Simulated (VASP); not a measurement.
# Te2Mo (P6_3/mmc) in VASP: further runs, part 2 of 2

VASP 6.6.1. The steps go on from the part before.

## (3) Relaxation of cell and atoms, PBE+D3(BJ)

This run uses another cell than the first one, of 24.96 Å³/atom, 1.033 times its volume.

INCAR

```
PREC = Accurate ; ENCUT = 600
EDIFF = 1E-7 ; ISMEAR = -1
SIGMA = 0.02 ; LREAL = False
LASPH = True ; NELM = 100
ALGO = Normal ; ISIF = 3
LWAVE = False ; LCHARG = False
GGA = PE ; IVDW = 12
IBRION = 2 ; NSW = 80
EDIFFG = -0.005
```

KPOINTS

```
Automatic mesh
0
Gamma
  12 12 2
```

POSCAR

```
Te2Mo
1.0
    3.5182000000      0.0000000000      0.0000000000
   -1.7591000000      3.0468505756      0.0000000000
    0.0000000000      0.0000000000     13.9736000000
Te Mo
4 2
Direct
    0.3333333333      0.6666666667      0.6210000000
    0.6666666667      0.3333333333      0.1210000000
    0.3333333333      0.6666666667      0.8790000000
    0.6666666667      0.3333333333      0.3790000000
    0.3333333333      0.6666666667      0.2500000000
    0.6666666667      0.3333333333      0.7500000000
```

Potentials or basis: VASP PAW PBE potentials, release 64 (Te, Mo_sv).

Command:

```sh
$ cat potpaw_PBE.64/Te/POTCAR potpaw_PBE.64/Mo_sv/POTCAR > POTCAR
$ mpirun -np 1 vasp_std > vasp.out
```

OUTCAR:

```text
PREC = Accurate
   ENCUT = 600
   EDIFF = 1E-7
   ISMEAR = -1
   LREAL = False
   LASPH = True
   NELM = 100
   ISIF = 3
   GGA = PE
   IVDW = 12
   IBRION = 2
   NSW = 80
   EDIFFG = -0.005
 IVDW          = 12

 ion  position               nearest neighbor table
   1  0.333  0.667  0.621-   6 2.72   6 2.72   6 2.72   3 3.61
   2  0.667  0.333  0.121-   5 2.72   5 2.72   5 2.72   4 3.61
   3  0.333  0.667  0.879-   6 2.72   6 2.72   6 2.72   1 3.61
   4  0.667  0.333  0.379-   5 2.72   5 2.72   5 2.72   2 3.61
   5  0.333  0.667  0.250-   2 2.72   4 2.72   2 2.72   4 2.72   2 2.72   4 2.72
   6  0.667  0.333  0.750-   1 2.72   3 2.72   1 2.72   3 2.72   1 2.72   3 2.72

  LATTYP: Found a hexagonal cell.
 ALAT       =     3.5182000000
 C/A-ratio  =     3.9718037633

  Lattice vectors:

 A1 = (   3.5182000000,   0.0000000000,   0.0000000000)
 A2 = (  -1.7591000000,   3.0468505756,   0.0000000000)
 A3 = (   0.0000000000,   0.0000000000,  13.9736000000)

Analysis of symmetry for initial positions (statically):
=====================================================================
 Subroutine PRICEL returns:
 Original cell was already a primitive cell.

 Routine SETGRP: Setting up the symmetry group for a
 hexagonal supercell.

 Subroutine GETGRP returns: Found 24 space group operations
 (whereof 12 operations were pure point group operations)
 out of a pool of 24 trial point group operations.

[... 169 lines left out ...]
  ---------------------------------------------------
  free energy    TOTEN  =       -35.98701569 eV

  energy without entropy =      -35.98701569  energy(sigma->0) =      -35.98701569

------------------------ aborting loop because EDIFF is reached ----------------------------------------

 Edisp (eV)   -3.21953

 E8    (eV) :    -1.4845
[... 117 lines left out ...]
  FREE ENERGIE OF THE ION-ELECTRON SYSTEM (eV)
  ---------------------------------------------------
  free  energy   TOTEN  =       -39.2174777948 eV

  energy  without entropy=      -39.2174777947  energy(sigma->0) =      -39.21747779

[... ionic steps 4 to 7 ...]

--------------------------------------- Ionic step        8  -------------------------------------------

 number of electron      51.9999998 magnetization

------------------------ aborting loop because EDIFF is reached ----------------------------------------
[... 83 lines left out ...]
--------------------------------------- Ionic step       10  -------------------------------------------

 number of electron      51.9999998 magnetization

 Free energy of the ion-electron system (eV)
  ---------------------------------------------------
  ext. energy  EPLUGINS =         0.00000000
  ---------------------------------------------------
  free energy    TOTEN  =       -35.90316835 eV

  energy without entropy =      -35.90316835  energy(sigma->0) =      -35.90316835

 E-fermi :   8.9608     XC(G=0): -10.6499

 val. band max:        8.6508988075   @ k =   0.0000   0.0000   0.0000
 cond. band min:       9.2949200334   @ k =   0.2500   0.1667   0.0000
 fundamental gap:      0.6440212259
 Fermi energy:         8.9607667832

 k-point     1 :       0.0000    0.0000    0.0000
  band No.  band energies     occupation
      1     -52.2013      2.00000
      2     -52.2012      2.00000
      3     -26.3796      2.00000
      4     -26.3796      2.00000
      5     -26.2369      2.00000
      6     -26.2369      2.00000
[... 805 lines left out ...]
     30      10.2129      0.00000
     31      11.4391      0.00000

 [... further k-points ...]

------------------------ aborting loop because EDIFF is reached ----------------------------------------

 Edisp (eV)   -3.32881

 E8    (eV) :    -1.5338
[... 29 lines left out ...]
  FREE ENERGIE OF THE ION-ELECTRON SYSTEM (eV)
  ---------------------------------------------------
  free  energy   TOTEN  =       -39.2319736557 eV

  energy  without entropy=      -39.2319736523  energy(sigma->0) =      -39.23197365

 reached required accuracy - stopping structural energy minimisation
```

Wall time 15 min (1 thread of Intel Xeon 6975P-C (Granite Rapids), shared host); peak memory 0.42 GiB.

What came out:

- Free energy: -39.2320 eV
- Relaxed volume: 24.14 Å³/atom
- Relaxed cell: a = 3.495 Å, b = 3.495 Å, c = 13.693 Å, α = 90.00°, β = 90.00°, γ = 120.00°
- Space group after relaxing (to 0.05 Å): P6_3/mmc (No. 194)
- Energy gained by relaxing: 4.2 meV/atom
- Ionic steps: 10
- Pressure after relaxing: 0.0 GPa
- Band gap on the k mesh: 0.64 eV, indirect (least direct gap 1.03 eV)
- Dispersion energy per atom: -0.555 eV

The path:
```
step  energy change (eV)  largest force (eV/Å)  pressure (GPa)  volume (Å³)
   1              0.0000                0.1797           -0.54       149.79
   2             -0.0099                0.1686            0.09       147.97
   3             -0.0109                0.1645            0.34       147.24
   4             -0.0141                0.0455           -0.59       147.40
   5             -0.0144                0.0054           -0.36       147.36
   6             -0.0192                0.0024           -0.28       146.67
   7             -0.0251                0.0065           -0.05       145.13
   8             -0.0254                0.0107            0.03       144.67
   9             -0.0254                0.0102            0.02       144.72
  10             -0.0254                0.0010            0.01       144.83
```

Final structure:
```
Te Mo
1.0
     3.49480    0.00000    0.00000
    -1.74740    3.02658    0.00000
     0.00000    0.00000   13.69299
Te Mo
4 2
Cartesian
  0.0000 2.0177 8.4513
  1.7474 1.0089 1.6048
  0.0000 2.0177 12.0882
  1.7474 1.0089 5.2417
  0.0000 2.0177 3.4232
  1.7474 1.0089 10.2697
```

Levels at points of the mesh, in eV from the valence-band top:
| k point | band 22 | band 23 | band 24 | band 25 | band 26 | band 27 | band 28 | band 29 | band 30 | band 31 |
| --- | --- | --- | --- | --- | --- | --- | --- | --- | --- | --- |
| (0.00, 0.00, 0.00) | -1.06 | -1.01 | -1.01 | -0.17 | 0.00 | 2.88 | 2.88 | 3.06 | 3.06 | 3.07 |
| (0.50, 0.00, 0.00) | -1.90 | -1.10 | -1.04 | -0.66 | -0.25 | 1.27 | 1.34 | 1.41 | 1.82 | 2.52 |
| (0.00, 0.00, 0.50) | -1.03 | -1.03 | -1.03 | -0.04 | -0.04 | 2.92 | 2.92 | 2.92 | 2.92 | 3.29 |
| (0.50, 0.00, 0.50) | -2.06 | -1.04 | -1.04 | -0.46 | -0.46 | 1.29 | 1.29 | 1.64 | 1.64 | 3.01 |

Caveat: spin-orbit coupling is left out, which moves the levels of the heavy elements. A k mesh can miss the band edges.

## (4) How close it comes

Step 2. Against the measured gap of Te2Mo, 0.88 eV (indirect; 300 K; quoted in “Broadband infrared study of pressure-tunable Fano resonance and metallization transition in 2H-MoTe2”, 2022, pmc:9569381), the calculated 0.65 eV is off by -0.23 eV. Spin-orbit coupling on Mo, Te is left out. The value is that of PBE+D3(BJ) on a finite k mesh, which can miss the band edges, without temperature or zero-point motion. Semilocal functionals fall short of measured gaps as a rule.
